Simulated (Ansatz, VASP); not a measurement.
SnO2: VASP beside Ansatz

The input INCAR:

```
SYSTEM = SnO2
  PREC = Accurate
  ENCUT = 520
  EDIFF = 1E-6
  ISMEAR = 0
  SIGMA = 0.05
  LREAL = .False.
  LASPH = .True.
  NELM = 80
  ALGO = Normal
  ISIF = 2
  LWAVE = .False.
  LCHARG = .True.
  GGA = PE
  LELF = .True.
  LVHAR = .True.
  NBANDS = 35
```

Contents of KPOINTS:

```
regular mesh
0
Gamma
  6 6 8
  0 0 0
```

File POSCAR:

```
SnO2
1.0
    5.2139213958      0.0000000000      0.0000000000
    0.0000000000      5.2139213958      0.0000000000
    0.0000000000      0.0000000000      3.2379909406
Sn O
2 4
Direct
    0.0000000000      0.0000000000      0.0000000000
    0.5000000000      0.5000000000      0.5000000000
    0.3066050863      0.3066050863      0.0000000000
    0.1933949137      0.8066050863      0.5000000000
    0.6933949137      0.6933949137      0.0000000000
    0.8066050863      0.1933949137      0.5000000000
```

Input for Ansatz:

```yaml
crystal:
  lattice:
    - [5.2139213958, 0.0, 0.0]
    - [0.0, 5.2139213958, 0.0]
    - [0.0, 0.0, 3.2379909406]
  atoms:
    - { symbol: Sn, position: [0.0, 0.0, 0.0] }
    - { symbol: Sn, position: [0.5, 0.5, 0.5] }
    - { symbol: O, position: [0.3066050863, 0.3066050863, 0.0] }
    - { symbol: O, position: [0.1933949137, 0.8066050863, 0.5] }
    - { symbol: O, position: [0.6933949137, 0.6933949137, 0.0] }
    - { symbol: O, position: [0.8066050863, 0.1933949137, 0.5] }
basis:
  ecutwfc: 420
kpoints:
  mp_grid: { grid: [6, 6, 8] }
hamiltonian:
  xc: pbe
scf:
  occupations: { method: gaussian, width: 0.05 }
output:
  forces: true
  stress: true
  eigenvalues: true
```

Change from the starting cell: strain +0.080 along x and y, +0.000 along z, atoms carried along.

Alike in both runs: task single point; functional PBE; k mesh 6 × 6 × 8; occupations gaussian, width 0.05 eV; no spin polarisation.

|  | VASP | Ansatz |
| --- | --- | --- |
| version | VASP 6.6.1 | Ansatz 0.2.0 |
| potentials or method | VASP PAW PBE potentials, release 64 (Sn_d, O), cutoff 520 eV | scalar-relativistic, plane waves, PAW |
| valence electrons in the cell | 52 | 52 |

```csv
,VASP,Ansatz,Ansatz less VASP
gap on the k mesh at the Fermi level (eV),0.08,0.08,0.000
least direct gap on the mesh (eV),0.32,0.31,-0.015
pressure (GPa),-16.3,-16.6,-0.29
"traceless stress, the component that is largest in VASP (GPa)",3.27,3.04,-0.226
rms of the force components (eV/Å),0.324,0.340,+0.0161
```

Atom by atom the forces differ by 0.016 eV/Å (rms over components).
